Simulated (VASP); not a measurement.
Write the native input for VASP 6.6.1 that does the following.

* Task: relaxation of cell and atoms
* Functional: PBE
* Potentials or basis: VASP PAW PBE potentials, release 64 (Ni, Al)
* Cutoff: 600 eV
* k mesh: 15 × 15 × 15
* Occupations: fermi-dirac, width 0.08 eV
* Spin: no spin polarisation
* Target pressure: 46 GPa
* Dipole correction: no
* Further INCAR settings: ALGO = Normal; EDIFF = 1e-06; IBRION = 2; EDIFFG = -0.005; NSW = 32; ISIF = 3

The structure of AlNi (CsCl type) lies in POSCAR:

```
AlNi
1.0
    2.7145562586      0.0000000000      0.0000000000
    0.0000000000      2.7145562586      0.0000000000
    0.0000000000      0.0000000000      2.7145562586
Ni Al
1 1
Direct
    0.0000000000      0.0000000000      0.0000000000
    0.5000000000      0.5000000000      0.5000000000
```

The input as run:

INCAR

```
SYSTEM = AlNi
PREC = Accurate ; ENCUT = 600
EDIFF = 1E-6 ; ISMEAR = -1
SIGMA = 0.08 ; LREAL = .False.
LASPH = .True. ; NELM = 100
ALGO = Normal ; ISIF = 3
LWAVE = .False. ; LCHARG = .False.
GGA = PE ; IBRION = 2
NSW = 32 ; EDIFFG = -0.005
PSTRESS = 460.0
```

KPOINTS

```
regular mesh
0
Gamma
  15 15 15
  0 0 0
```

Potentials or basis: VASP PAW PBE potentials, release 64 (Ni, Al).

Command:

```console
$ cat potpaw_PBE.64/Ni/POTCAR potpaw_PBE.64/Al/POTCAR > POTCAR
$ mpirun -np 1 vasp_std > vasp.out
```

It gave:

The relaxed volume is 10.00 Å³/atom, the relaxed cell is a = 2.714 Å, b = 2.714 Å, c = 2.714 Å, α = 90.00°, β = 90.00°, γ = 90.00° and the space group after relaxing (to 0.1 Å) is Pm-3m (No. 221). The energy change on relaxing (the run minimises the enthalpy) is +1.3 meV/atom. The ionic steps are 3. The pressure after relaxing is 46.0 GPa and the band gap on the k mesh is zero (an odd number of electrons rules out a gap without spin polarisation).

Caveat: the cell is relaxed towards a set pressure, so the run minimises the enthalpy, not the energy.

Run time: 52 s on 1 thread of Intel Xeon 8259CL (shared host), peak memory 0.17 GiB.
